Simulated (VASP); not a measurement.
Wanted: the native input for a VASP 6.6.1 run.

```yaml
Task: relaxation of cell and atoms
Functional: PBE
Potentials_or_basis: VASP PAW PBE potentials, release 64 (Li_sv, Cl)
Cutoff: 600 eV
k_mesh: 8 × 8 × 8
Occupations: gaussian, width 0.02 eV
Spin: no spin polarisation
Dipole_correction: no
Further_INCAR_settings: ALGO = Normal; EDIFF = 1e-06; IBRION = 2; EDIFFG = -0.01; NSW = 80; ISIF = 3
```

The structure of LiCl lies in POSCAR:

```
LiCl
1.0
    0.0000000000      2.6631762910      2.6631762910
    2.6631762910      0.0000000000      2.6631762910
    2.6631762910      2.6631762910      0.0000000000
Li Cl
1 1
Direct
    0.0000000000      0.0000000000      0.0000000000
    0.5000000000      0.5000000000      0.5000000000
```

The input as run:

INCAR

```
PREC = Accurate
ENCUT = 600
EDIFF = 1E-6
ISMEAR = 0
SIGMA = 0.02
LREAL = F
LASPH = T
NELM = 60
ALGO = Normal
ISIF = 3
LWAVE = F
LCHARG = F
GGA = PE
IBRION = 2
NSW = 80
EDIFFG = -0.01
```

KPOINTS

```
regular mesh
0
Gamma
  8 8 8
```

Potentials or basis: VASP PAW PBE potentials, release 64 (Li_sv, Cl).

The run is started by

```console
$ cat potpaw_PBE.64/Li_sv/POTCAR potpaw_PBE.64/Cl/POTCAR > POTCAR
$ mpirun -np 1 vasp_std > vasp.out
```

Results of the run:

* Relaxed volume: 17.01 Å³/atom
* Relaxed cell: a = 3.637 Å, b = 3.637 Å, c = 3.637 Å, α = 60.00°, β = 60.00°, γ = 60.00°
* Space group after relaxing (to 0.1 Å): Fm-3m (No. 225)
* Energy gained by relaxing: 17.0 meV/atom
* Ionic steps: 4
* Pressure after relaxing: 0.0 GPa
* Band gap on the k mesh: 6.29 eV

Caveat: the cutoff is under 1.25 times the usual one of these potentials, so pressure, stress and relaxed cells hold a basis-set (Pulay) error.

Run time: 45 s on 1 thread of Intel Xeon 8259CL (shared host), peak memory 0.17 GiB.
